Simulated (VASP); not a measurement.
# Ni in VASP: notebook

Ni is run at these levels: PBE; tasks: single point.

All numbers are computed with VASP 6.6.1; they aren't measurements. Logs are shortened: lines on timing, memory, paths and dates and some standing lists are left out, and cuts for length are marked.

### Step 1. The cell of the first run

The cell holds a wire with vacuum, 2 atoms: a = 9.000 Å, b = 9.300 Å, c = 4.351 Å, α = 90.00°, β = 90.00°, γ = 90.00°.

### Step 2. Single point, PBE, collinear spin, ferromagnetic start

The input, INCAR:

```
SYSTEM = Ni
  ALGO = Normal
  EDIFF = 1E-7
  ENCUT = 520
  GGA = PE
  ISIF = 2
  ISMEAR = 0
  ISPIN = 2
  LASPH = .True.
  LCHARG = .False.
  LMAXMIX = 4
  LORBIT = 11
  LREAL = .False.
  LWAVE = .False.
  MAGMOM = 1.5 1.5
  NBANDS = 21
  NELM = 150
  PREC = Accurate
  SIGMA = 0.05
```

The input, KPOINTS:

```
k-points
0
Gamma
  1 1 15
  0 0 0
```

The input, POSCAR:

```
Ni
1.0
    9.0000000000      0.0000000000      0.0000000000
    0.0000000000      9.3000000000      0.0000000000
    0.0000000000      0.0000000000      4.3511226288
Ni
2
Direct
    0.5000000000      0.5000000000     -0.0174969430
    0.5000000000      0.5000000000      0.4824969430
```

Potentials or basis: VASP PAW PBE potentials, release 64 (Ni).

On the command line:

```bash
$ cat potpaw_PBE.64/Ni/POTCAR > POTCAR
$ mpirun -np 1 vasp_std > vasp.out
```

OUTCAR:

```text
SYSTEM = Ni
   EDIFF = 1E-7
   ENCUT = 520
   GGA = PE
   ISIF = 2
   ISMEAR = 0
   ISPIN = 2
   LASPH = .True.
   LORBIT = 11
   LREAL = .False.
   NELM = 150
   PREC = Accurate

 ion  position               nearest neighbor table
   1  0.500  0.500  0.983-   2 2.18   2 2.18
   2  0.500  0.500  0.482-   1 2.18   1 2.18

  LATTYP: Found a simple orthorhombic cell.
 ALAT       =     4.3511226288
 B/A-ratio  =     2.0684317055
 C/A-ratio  =     2.1373794290

  Lattice vectors:

 A1 = (   0.0000000000,   0.0000000000,   4.3511226288)
 A2 = (   9.0000000000,   0.0000000000,   0.0000000000)
 A3 = (   0.0000000000,   9.3000000000,   0.0000000000)

Analysis of symmetry for initial positions (statically):
=====================================================================
 Subroutine PRICEL returns:
 Original cell was already a primitive cell.

 Routine SETGRP: Setting up the symmetry group for a
 simple orthorhombic supercell.

 Subroutine GETGRP returns: Found  8 space group operations
 (whereof  4 operations were pure point group operations)
 out of a pool of  8 trial point group operations.

The static configuration has the point symmetry C_2v.
 The point group associated with its full space group is D_2h.

Analysis of symmetry for dynamics (positions and initial velocities):
=====================================================================
 Subroutine PRICEL returns:
 Original cell was already a primitive cell.

 Routine SETGRP: Setting up the symmetry group for a
 simple orthorhombic supercell.

 Subroutine GETGRP returns: Found  8 space group operations
 (whereof  4 operations were pure point group operations)
 out of a pool of  8 trial point group operations.

The dynamic configuration has the point symmetry C_2v.
 The point group associated with its full space group is D_2h.

Analysis of structural, dynamic, and magnetic symmetry:
=====================================================================
 Subroutine PRICEL returns:
 Original cell was already a primitive cell.

 Routine SETGRP: Setting up the symmetry group for a
 simple orthorhombic supercell.

 Subroutine GETGRP returns: Found  8 space group operations
 (whereof  4 operations were pure point group operations)
 out of a pool of  8 trial point group operations.

The overall configuration has the point symmetry C_2v.
 The point group associated with its full space group is D_2h.

 Subroutine INISYM returns: Found  8 space group operations
 (whereof  4 operations are pure point group operations),
 and found     1 'primitive' translations

----------------------------------------------------------------------------------------

                                     Primitive cell

  volume of cell :     364.1890

  direct lattice vectors                    reciprocal lattice vectors
     9.000000000  0.000000000  0.000000000     0.111111111  0.000000000  0.000000000
     0.000000000  9.300000000  0.000000000     0.000000000  0.107526882  0.000000000
     0.000000000  0.000000000  4.351122629     0.000000000  0.000000000  0.229825745

  length of vectors
     9.000000000  9.300000000  4.351122629     0.111111111  0.107526882  0.229825745

  position of ions in fractional coordinates (direct lattice)
     0.500000000  0.500000000  0.982503057
     0.500000000  0.500000000  0.482496943

  ion indices of the primitive-cell ions
   primitive index   ion index
                 1           1
                 2           2

----------------------------------------------------------------------------------------

 KPOINTS: k-points

Automatic generation of k-mesh.
 Grid dimensions read from file:
 generate k-points for:    1    1   15

 Generating k-lattice:

  Cartesian coordinates                     Fractional coordinates (reciprocal lattice)
     0.111111111  0.000000000  0.000000000     1.000000000  0.000000000  0.000000000
     0.000000000  0.107526882  0.000000000     0.000000000  1.000000000  0.000000000
     0.000000000  0.000000000  0.015321716     0.000000000  0.000000000  0.066666667

  Length of vectors
     0.111111111  0.107526882  0.015321716

  Shift w.r.t. Gamma in fractional coordinates (k-lattice)
     0.000000000  0.000000000  0.000000000

 Subroutine IBZKPT returns following result:
 ===========================================

 Found      8 irreducible k-points:

 Following reciprocal coordinates:
            Coordinates               Weight
  0.000000  0.000000  0.000000      1.000000
  0.000000  0.000000  0.066667      2.000000
  0.000000  0.000000  0.133333      2.000000
  0.000000  0.000000  0.200000      2.000000
  0.000000  0.000000  0.266667      2.000000
  0.000000  0.000000  0.333333      2.000000
  0.000000  0.000000  0.400000      2.000000
  0.000000  0.000000  0.466667      2.000000
   k-points           NKPTS =      8   k-points in BZ     NKDIM =      8   number of bands    NBANDS=     21
   number of dos      NEDOS =    301   number of ions     NIONS =      2
   total plane-waves  NPLWV = 156800
   dimension x,y,z NGX =    70 NGY =   70 NGZ =   32
   dimension x,y,z NGXF=   140 NGYF=  140 NGZF=   64
   ions per type =               2
   NGX,Y,Z   is equivalent  to a cutoff of  12.93, 12.51, 12.23 a.u.
   NGXF,Y,Z  is equivalent  to a cutoff of  25.86, 25.03, 24.45 a.u.
 SYSTEM =  Ni
   PREC   = accura    normal or accurate (medium, high low for compatibility)
   ISTART =      0    job   : 0-new  1-cont  2-samecut
   ICHARG =      2    charge: 1-file 2-atom 10-const
   ISPIN  =      2    spin polarized calculation?
   LNONCOLLINEAR =      F non collinear calculations
   LSORBIT =      F    spin-orbit coupling
   LASPH  =      T    aspherical Exc in radial PAW
   ENCUT  =  520.0 eV  38.22 Ry    6.18 a.u.  16.73 17.29  8.09*2*pi/ulx,y,z
   NELM   =    150;   NELMIN=  2; NELMDL= -5     # of ELM steps
   EDIFF  = 0.1E-06   stopping-criterion for ELM
   LREAL  =      F    real-space projection
   EDIFFG = 0.1E-05   stopping-criterion for IOM
   NSW    =      0    number of steps for IOM
   IBRION =     -1    ionic relax: 0-MD 1-quasi-New 2-CG
   NFREE  =      0    steps in history (QN), initial steepest desc. (CG)
   ISIF   =      2    stress and relaxation
   ISYM   =      2    0-nonsym 1-usesym 2-fastsym
   POTIM  = 0.5000    time-step for ionic-motion
   TEBEG  =    0.0;   TEEND  =   0.0 temperature during run
   PSTRESS=    0.0 pullay stress
   NELECT =      20.0000    total number of electrons
   NUPDOWN=      -1.0000    fix difference up-down
   EMIN   =  10.00;   EMAX   =-10.00  energy-range for DOS
   EFERMI =   0.00;   METHOD = LEGACY
   ISMEAR =     0;   SIGMA  =   0.05  broadening in eV -4-tet -1-fermi 0-gaus
   EFERMI_NEDOS =   21; number of points for ismear=-14 and -15
   IALGO  =     38    algorithm
   IMIX   =      4    mixing-type and parameters
     AMIX     =   0.40;   BMIX     =  1.00
     AMIX_MAG =   1.60;   BMIX_MAG =  1.00
  volume/ion in A,a.u.               =     182.09      1228.83
  Fermi-wavevector in a.u.,A,eV,Ry     =   0.622266  1.175912  5.268375  0.387215
  Thomas-Fermi vector in A             =   1.682061
   LORBIT       =     11    0 simple, 1 ext, 2 COOP (PROOUT), +10 PAW based schemes
   GGA     = PE    functional components
   LHFCALC =     F    Hartree Fock is set to
   AEXX    =    0.0000 exact exchange contribution
   IVDW    =     0    specifies the selected vdW correction
   LEPSILON=     F    determine dielectric tensor
   LRPA    =     F    only Hartree local field effects (RPA)
 spin polarized calculation
 Gauss-broadening in eV      SIGMA  =   0.05
  energy-cutoff  :      520.00
  volume of cell :      364.19
 maximum number of plane-waves:      9838
 NGX is ok and might be reduce to    70

 number of electron      20.0000003 magnetization       2.2666692

 Free energy of the ion-electron system (eV)
  ---------------------------------------------------
  ext. energy  EPLUGINS =         0.00000000
  ---------------------------------------------------
  free energy    TOTEN  =        -5.38804636 eV

  energy without entropy =       -5.37369343  energy(sigma->0) =       -5.38086989

 E-fermi :  -4.0441     XC(G=0):  -2.2341

 val. band max:       -4.0621960551   @ k =   0.0000   0.0000   0.2000
 cond. band min:      -4.0298807189   @ k =   0.0000   0.0000   0.1333
 fundamental gap:      0.0323153362
 Fermi energy:        -4.0440670130

 spin component 1

 k-point     1 :       0.0000    0.0000    0.0000
  band No.  band energies     occupation
      1      -8.4429      1.00000
      2      -6.9448      1.00000
      3      -6.9448      1.00000
      4      -5.8737      1.00000
      5      -5.5584      1.00000
      6      -5.5582      1.00000
[... 13 lines left out ...]
     20       3.0225      0.00000
     21       3.7859      0.00000
[... 145 lines left out ...]
 k-point     8 :       0.0000    0.0000    0.4667
  band No.  band energies     occupation
      1      -6.5678      1.00000
      2      -6.1525      1.00000
      3      -6.1293      1.00000
      4      -6.1293      1.00000
      5      -5.9092      1.00000
      6      -5.9091      1.00000
[... 13 lines left out ...]
     20       3.6253      0.00000
     21       4.2732      0.00000
 Fermi energy:        -4.0440670130

 spin component 2

 k-point     1 :       0.0000    0.0000    0.0000
  band No.  band energies     occupation
      1      -7.8375      1.00000
      2      -5.9279      1.00000
      3      -5.9278      1.00000
      4      -5.2330      1.00000
      5      -4.6226      1.00000
      6      -4.6220      1.00000
[... 13 lines left out ...]
     20       3.0102      0.00000
     21       4.2139      0.00000
[... 145 lines left out ...]
 k-point     8 :       0.0000    0.0000    0.4667
  band No.  band energies     occupation
      1      -5.6926      1.00000
      2      -5.1489      1.00000
      3      -5.0785      1.00000
      4      -5.0784      1.00000
      5      -4.8463      1.00000
      6      -4.8462      1.00000
[... 13 lines left out ...]
     20       3.6030      0.00000
     21       4.2834      0.00000

------------------------ aborting loop because EDIFF is reached ----------------------------------------

  FORCE on cell =-STRESS in cart. coord.  units (eV):
  Direction    XX          YY          ZZ          XY          YZ          ZX
  --------------------------------------------------------------------------------------
  -------------------------------------------------------------------------------------
  Total       -0.0310210     -0.0208744     -0.0821127      0.0000000      0.0000000      0.0000000
  in kB       -0.1364706     -0.0918329     -0.3612387      0.0000000      0.0000000      0.0000000
  external PRESSURE =      -0.1965140 kB  Pullay stress =       0.0000000 kB

 VOLUME and BASIS-vectors are now :
 -----------------------------------------------------------------------------
  energy-cutoff  :      520.00
  volume of cell :      364.19
      direct lattice vectors                 reciprocal lattice vectors
     9.000000000  0.000000000  0.000000000     0.111111111  0.000000000  0.000000000
     0.000000000  9.300000000  0.000000000     0.000000000  0.107526882  0.000000000
     0.000000000  0.000000000  4.351122629     0.000000000  0.000000000  0.229825745

 POSITION                                       TOTAL-FORCE (eV/Angst)
 -----------------------------------------------------------------------------------
      4.50000      4.65000      4.27499         0.000000      0.000000     -0.000308
      4.50000      4.65000      2.09940         0.000000      0.000000      0.000308
 -----------------------------------------------------------------------------------
    total drift:                                0.000000      0.000000      0.000151

  FREE ENERGIE OF THE ION-ELECTRON SYSTEM (eV)
  ---------------------------------------------------
  free  energy   TOTEN  =        -5.3880463568 eV

  energy  without entropy=       -5.3736934324  energy(sigma->0) =       -5.38086989

 total charge

# of ion       s       p       d       tot
------------------------------------------
    1        0.537   0.145   8.334   9.017
    2        0.537   0.145   8.334   9.017
--------------------------------------------------
tot          1.074   0.291  16.669  18.034

 magnetization (x)

# of ion       s       p       d       tot
------------------------------------------
    1        0.037  -0.003   1.072   1.106
    2        0.037  -0.003   1.072   1.106
--------------------------------------------------
tot          0.073  -0.005   2.144   2.212
```

Run time: 1.7 min. Hardware: 1 thread of Intel Xeon 6975P-C (Granite Rapids), shared host; peak memory 0.54 GiB.

What came out:

```yaml
Free_energy: -5.3880 eV
Net_moment: 2.27 μB per cell
Site_moments: Ni +1.11 μB
Valence_electrons_inside_the_program's_atomic_spheres: Ni 9.02
```

### Step 3. Single point, PBE, collinear spin, ferromagnetic start

This run uses another cell than the first one, of 187.42 Å³/atom, 1.029 times its volume.

The input, INCAR:

```
  ALGO = Normal
  EDIFF = 1E-7
  ENCUT = 520
  GGA = PE
  ISIF = 2
  ISMEAR = 0
  ISPIN = 2
  LASPH = T
  LCHARG = F
  LMAXMIX = 4
  LORBIT = 11
  LREAL = F
  LWAVE = F
  MAGMOM = 1.5 1.5
  NBANDS = 21
  NELM = 150
  PREC = Accurate
  SIGMA = 0.05
```

The input, KPOINTS:

```
k-points
0
Gamma
  1 1 15
```

The input, POSCAR:

```
Ni
1.0
    9.0000000000      0.0000000000      0.0000000000
    0.0000000000      9.3000000000      0.0000000000
    0.0000000000      0.0000000000      4.4782882342
Ni
2
Direct
    0.5000000000      0.5000000000      0.0000000000
    0.5000000000      0.5000000000      0.4650000000
```

Potentials or basis: VASP PAW PBE potentials, release 64 (Ni).

On the command line:

```bash
$ cat potpaw_PBE.64/Ni/POTCAR > POTCAR
$ mpirun -np 1 vasp_std > vasp.out
```

It took 2.3 min on 1 thread of Intel Xeon 6975P-C (Granite Rapids), shared host; peak memory 0.58 GiB.

Results (log left out):

```
Free energy                                           : -5.2534 eV
Largest force                                         : 1.409 eV/Å
Net moment                                            : 2.27 μB per cell
Site moments                                          : Ni +1.10 μB
Valence electrons inside the program's atomic spheres : Ni 8.99
```

Forces on the atoms (eV/Å):
```
Ni   0.000  0.000 -1.409
Ni   0.000  0.000  1.409
```

Levels at points of the mesh, in eV from the Fermi level:
Spin up:
| k point | band 7 | band 8 | band 9 | band 10 | band 11 | band 12 | band 13 | band 14 | band 15 | band 16 |
| --- | --- | --- | --- | --- | --- | --- | --- | --- | --- | --- |
| (0.00, 0.00, 0.00) | -0.95 | -0.95 | -0.86 | -0.74 | -0.74 | 2.46 | 2.48 | 4.02 | 4.38 | 5.39 |
Spin down:
```tsv
k point	band 5	band 6	band 7	band 8	band 9	band 10	band 11	band 12	band 13	band 14
(0.00, 0.00, 0.00)	-0.55	-0.55	0.03	0.03	0.37	0.53	0.53	2.56	2.57	4.10
```

### Step 4. Single point, PBE, collinear spin, ferromagnetic start

This run uses another cell than the first one: it holds 4 atoms, not 2.

The input, INCAR:

```
SYSTEM = Ni
PREC = Accurate ; ENCUT = 520
EDIFF = 1E-6 ; ISMEAR = 0
SIGMA = 0.05 ; LREAL = .FALSE.
LASPH = .TRUE. ; NELM = 150
ALGO = Normal ; ISIF = 2
LWAVE = .FALSE. ; LCHARG = .TRUE.
ISPIN = 2 ; MAGMOM = 1.5 1.5 1.5 1.5
LORBIT = 11 ; LMAXMIX = 4
GGA = PE ; LELF = .TRUE.
LVHAR = .TRUE. ; NBANDS = 32
```

The input, KPOINTS:

```
Automatic mesh
0
G
  1 1 15
  0 0 0
```

The input, POSCAR:

```
Ni
1.0
   11.4000000000      0.0000000000      0.0000000000
    0.0000000000      9.3000000000      0.0000000000
    0.0000000000      0.0000000000      4.4949749738
Ni
4
Direct
    0.4051558883      0.5000000000      0.0000000000
    0.4051558883      0.5000000000      0.5000000000
    0.5948441117      0.5000000000      0.0000000000
    0.5948441117      0.5000000000      0.5000000000
```

On the command line:

```bash
$ cat potpaw_PBE.64/Ni/POTCAR > POTCAR
$ mpirun -np 1 vasp_std > vasp.out
```

Run time: 11 min. Hardware: 1 thread of Oxide Virtual Turin-like, shared host; peak memory 0.68 GiB.

The run converged. Its results:

* Free energy: -13.6327 eV
* Largest force: 0.003 eV/Å
* Net moment: 3.48 μB per cell
* Site moments: Ni +0.90 μB
* Valence electrons inside the program's atomic spheres: Ni 9.11

Forces on the atoms (eV/Å):
```
Ni   0.003  0.000  0.000
Ni   0.003  0.000  0.000
Ni  -0.003  0.000  0.000
Ni  -0.003  0.000  0.000
```

Levels at points of the mesh, in eV from the Fermi level:
Spin up:
```tsv
k point	band 18	band 19	band 20	band 21	band 22	band 23	band 24	band 25	band 26	band 27
(0.00, 0.00, 0.00)	-0.71	-0.69	-0.46	-0.39	-0.19	1.61	2.08	2.72	4.14	4.52
```
Spin down:
| k point | band 14 | band 15 | band 16 | band 17 | band 18 | band 19 | band 20 | band 21 | band 22 | band 23 |
| --- | --- | --- | --- | --- | --- | --- | --- | --- | --- | --- |
| (0.00, 0.00, 0.00) | -0.26 | -0.21 | -0.15 | -0.01 | 0.25 | 0.39 | 0.41 | 0.53 | 0.84 | 1.60 |

### Step 5. Summary

| cell | gap on the mesh (eV) | moment (μB) |
| --- | --- | --- |
| a = 9.000, b = 9.300, c = 4.351 Å, 2 atoms | none | 2.27 |
| a = 9.000, b = 9.300, c = 4.478 Å, 2 atoms | none | 2.27 |
| a = 11.400, b = 9.300, c = 4.495 Å, 4 atoms | none | 3.48 |

Alike in all rows: task single point; level PBE; potentials or basis VASP PAW PBE potentials, release 64 (Ni); spin collinear, ferromagnetic start; k mesh 1 × 1 × 15; cutoff (eV) 520; smearing gaussian 0.05 eV.

Absolute energies hang on the potentials; compare differences alone.
